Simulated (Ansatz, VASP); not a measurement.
**Two plane-wave programs on CsCdCl3**

The input INCAR:

```
  ALGO = Normal
  EDIFF = 1E-6
  ENCUT = 520
  GGA = CA
  ISIF = 2
  ISMEAR = 0
  LASPH = True
  LCHARG = False
  LREAL = False
  LWAVE = False
  NBANDS = 29
  NELM = 80
  PREC = Accurate
  SIGMA = 0.05
```

KPOINTS

```
k-points
0
Gamma
  6 6 6
```

File POSCAR:

```
CsCdCl3
1.0
    5.2000000000      0.0000000000      0.0000000000
    0.0000000000      5.2000000000      0.0000000000
    0.0000000000      0.0000000000      5.2780000000
Cs Cd Cl
1 1 3
Direct
    0.0000000000      0.0000000000      0.0000000000
    0.5000000000      0.5000000000      0.5000000000
    0.0000000000      0.5000000000      0.5000000000
    0.5000000000      0.0000000000      0.5000000000
    0.5000000000      0.5000000000      0.0000000000
```

Input for Ansatz:

```yaml
crystal:
  lattice:
    - [5.2, 0.0, 0.0]
    - [0.0, 5.2, 0.0]
    - [0.0, 0.0, 5.278]
  atoms:
    - { symbol: Cs, position: [0.0, 0.0, 0.0] }
    - { symbol: Cd, position: [0.5, 0.5, 0.5] }
    - { symbol: Cl, position: [0.0, 0.5, 0.5] }
    - { symbol: Cl, position: [0.5, 0.0, 0.5] }
    - { symbol: Cl, position: [0.5, 0.5, 0.0] }
basis:
  ecutwfc: 420
kpoints:
  mp_grid: { grid: [6, 6, 6] }
hamiltonian:
  xc: lda
scf:
  occupations: { method: gaussian, width: 0.05 }
output:
  forces: true
  stress: true
  eigenvalues: true
```

Change from the starting cell: strain +0.000 along x and y, +0.015 along z, atoms carried along.

Alike in both runs: task single point; functional LDA; k mesh 6 × 6 × 6; occupations gaussian, width 0.05 eV; no spin polarisation.

|  | VASP | Ansatz |
| --- | --- | --- |
| version | VASP 6.6.1 | Ansatz 0.2.0 |
| potentials or method | VASP PAW LDA potentials, release 64 (Cs_sv, Cd, Cl), cutoff 520 eV | scalar-relativistic, plane waves, PAW |
| valence electrons in the cell | 42 | 50 |

|  | VASP | Ansatz | Ansatz less VASP |
| --- | --- | --- | --- |
| gap on the k mesh at the Fermi level (eV) | 1.49 | 1.46 | -0.027 |
| least direct gap on the mesh (eV) | 2.06 | 2.03 | -0.022 |
| pressure (GPa) | -2.2 | -2.4 | -0.20 |
| traceless stress, the component that is largest in VASP (GPa) | -0.38 | -0.36 | +0.020 |

LDA's correlation is that of Perdew and Zunger in VASP and of Perdew and Wang (1992) in Ansatz. VASP's potentials hold 42 valence electrons a cell and Ansatz's 50, so a difference there can come from the potentials and not from the codes.

Neither program's run includes spin-orbit coupling.
